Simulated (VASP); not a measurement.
Here is a VASP 6.6.1 calculation.

The input INCAR:

```
SYSTEM = InH
  ALGO = Normal
  EDIFF = 1E-6
  ENCUT = 520
  GGA = PE
  ISIF = 2
  ISMEAR = 0
  LASPH = .TRUE.
  LCHARG = .TRUE.
  LELF = .TRUE.
  LREAL = .FALSE.
  LVHAR = .TRUE.
  LWAVE = .FALSE.
  NBANDS = 22
  NELM = 100
  PREC = Accurate
  SIGMA = 0.1
```

The input KPOINTS:

```
k-points
0
G
  6 6 4
  0 0 0
```

Contents of POSCAR:

```
InH
1.0
    3.0812914868      0.0000000000      0.0000000000
    0.0000000000      3.9319298116      0.0000000000
    0.0000000000      0.0000000000      5.4315843491
In H
2 2
Direct
    0.0000000000      0.0000000000      0.7361500052
    0.5000000000      0.5000000000      0.2638499948
    0.0000000000      0.5000000000      0.8987358493
    0.5000000000      0.0000000000      0.1012641507
```

Potentials or basis: VASP PAW PBE potentials, release 64 (In_d, H).

Command:

```sh
$ cat potpaw_PBE.64/In_d/POTCAR potpaw_PBE.64/H/POTCAR > POTCAR
$ mpirun -np 1 vasp_std > vasp.out
```

**Question.** Predict the band gap on the k mesh.

**Answer.** Zero (band 14 reaches 7.46 eV, above the bottom of band 15 at 4.95 eV).

**Question.** Estimate the largest force.

**Answer.** 0.008 eV/Å.

**Question.** Estimate the pressure.

**Answer.** -0.1 GPa.

Forces on the atoms (eV/Å):
```
In   0.000  0.000  0.008
In   0.000  0.000 -0.008
H    0.000  0.000 -0.008
H    0.000  0.000  0.008
```

Caveat: spin-orbit coupling is left out, which moves the levels of the heavy elements.
